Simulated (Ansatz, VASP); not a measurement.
# Two plane-wave programs on Te2Mo

File INCAR:

```
ALGO     = Normal         # electronic algorithm
EDIFF    = 1E-6           # SCF threshold, eV
ENCUT    = 500            # plane-wave cutoff, eV
GGA      = PE             # functional
GGA_COMPAT= False        
ISIF     = 2              # what is computed and relaxed
ISMEAR   = 0              # smearing method
IVDW     = 12             # dispersion correction
LASPH    = True           # aspherical terms in the spheres
LCHARG   = False          # write CHGCAR
LREAL    = False          # projectors in reciprocal space
LWAVE    = False          # write WAVECAR
NBANDS   = 35             # bands
NELM     = 120            # most SCF steps
PREC     = Accurate       # precision mode
SIGMA    = 0.02           # smearing width, eV
```

KPOINTS

```
k-points
0
Gamma
  9 9 2
```

File POSCAR:

```
Te2Mo
1.0
    3.5182000000      0.0000000000      0.0000000000
   -1.7591000000      3.0468505760      0.0000000000
    0.0000000000      0.0000000000     13.9736000000
Te Mo
4 2
Direct
    0.3333333330      0.6666666670      0.6210000000
    0.6666666670      0.3333333330      0.1210000000
    0.3333333330      0.6666666670      0.8790000000
    0.6666666670      0.3333333330      0.3790000000
    0.3333333330      0.6666666670      0.2500000000
    0.6666666670      0.3333333330      0.7500000000
```

Input for Ansatz:

```yaml
crystal:
  lattice:
    - [3.5182, 0.0, 0.0]
    - [-1.7591, 3.046850576, 0.0]
    - [0.0, 0.0, 13.9736]
  atoms:
    - { symbol: Te, position: [0.333333333, 0.666666667, 0.621] }
    - { symbol: Te, position: [0.666666667, 0.333333333, 0.121] }
    - { symbol: Te, position: [0.333333333, 0.666666667, 0.879] }
    - { symbol: Te, position: [0.666666667, 0.333333333, 0.379] }
    - { symbol: Mo, position: [0.333333333, 0.666666667, 0.25] }
    - { symbol: Mo, position: [0.666666667, 0.333333333, 0.75] }
basis:
  ecutwfc: 420
kpoints:
  mp_grid: { grid: [9, 9, 2] }
hamiltonian:
  xc: pbe
  dispersion: d3bj
scf:
  occupations: { method: gaussian, width: 0.02 }
output:
  forces: true
  stress: true
  eigenvalues: true
```

Alike in both runs: task single point; functional PBE; dispersion D3(BJ); k mesh 9 × 9 × 2; occupations gaussian, width 0.02 eV; no spin polarisation.

|  | VASP | Ansatz |
| --- | --- | --- |
| version | VASP 6.6.1 | Ansatz 0.2.0 |
| potentials or method | VASP PAW PBE potentials, release 64 (Te, Mo_sv), cutoff 500 eV | scalar-relativistic, plane waves, PAW |
| valence electrons in the cell | 52 | 92 |

Ansatz gave:

- gap on the k mesh at the Fermi level (eV): 0.78
- least direct gap on the mesh (eV): 1.04
- pressure (GPa): -0.5
- traceless stress, the component that is largest in VASP (GPa): 0.45
- rms of the force components (eV/Å): 0.078

Q: What did VASP give for the same quantities?

A: gap on the k mesh at the Fermi level (eV): 0.78; least direct gap on the mesh (eV): 1.04; pressure (GPa): -0.5; traceless stress, the component that is largest in VASP (GPa): 0.51; rms of the force components (eV/Å): 0.085.

Atom by atom the forces differ by 0.007 eV/Å (rms over components). VASP's potentials hold 52 valence electrons a cell and Ansatz's 92, so a difference there can come from the potentials and not from the codes.

Spin-orbit coupling is off throughout.
